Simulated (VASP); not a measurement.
Runs of VASP 6.6.1 on MgO. The structure is that of space group Fm-3m (No. 225), or close to it. The cells are those of the table. 

| task | potentials or basis | cell | cutoff (eV) | smearing | gap on the mesh (eV) | pressure (GPa) |
| --- | --- | --- | --- | --- | --- | --- |
| relaxation of cell and atoms | VASP PAW LDA potentials, release 64 (Mg, O) | relaxed to 35 GPa from a = 2.857 Å, angles 60.0°, 2 atoms | 600 | gaussian 0.01 eV | 6.79 | 35.0 |
| single point | VASP PAW LDA potentials, release 64 (Mg, O) | a = 2.798 Å, angles 60.0°, 2 atoms | 600 | tetrahedron | 6.71 | 33.0 |
| relaxation of cell and atoms | VASP PAW LDA potentials, release 64 (Mg_sv, O) | relaxed to 6 GPa from a = 2.941 Å, angles 60.0°, 2 atoms | 840 | gaussian 0.01 eV | 5.34 | 6.0 |
| single point | VASP PAW LDA potentials, release 64 (Mg, O) | a = 2.798 Å, angles 60.0°, 2 atoms | 600 | gaussian 0.01 eV | 6.71 | 33.0 |
| relaxation of cell and atoms | VASP PAW LDA potentials, release 64 (Mg, O) | relaxed to 18 GPa from a = 2.904 Å, angles 60.0°, 2 atoms | 600 | gaussian 0.01 eV | 6.07 | 18.0 |
| single point | VASP PAW LDA potentials, release 64 (Mg_sv, O) | a = 2.909 Å, angles 60.0°, 2 atoms | 840 | gaussian 0.01 eV | 5.38 | (b) |
| relaxation of cell and atoms | VASP PAW LDA potentials, release 64 (Mg, O) | relaxed to 35 GPa from a = 2.857 Å, angles 60.0°, 2 atoms | 600 | tetrahedron | 6.79 | 35.0 |
| single point | VASP PAW LDA potentials, release 64 (Mg, O) | a = 2.904 Å, angles 60.0°, 2 atoms | 600 | gaussian 0.01 eV | 5.43 | (a) |

Alike in all rows: level LDA; no spin polarisation; k mesh 10 × 10 × 10.

Q: Estimate the missing entries.

A: (a) 5.0; (b) 6.8.

Caveats: the cell is relaxed towards a set pressure, so the run minimises the enthalpy, not the energy (at least some runs); the cell stands under pressure (at least some runs).

The runs don't all hold the same shells in valence.
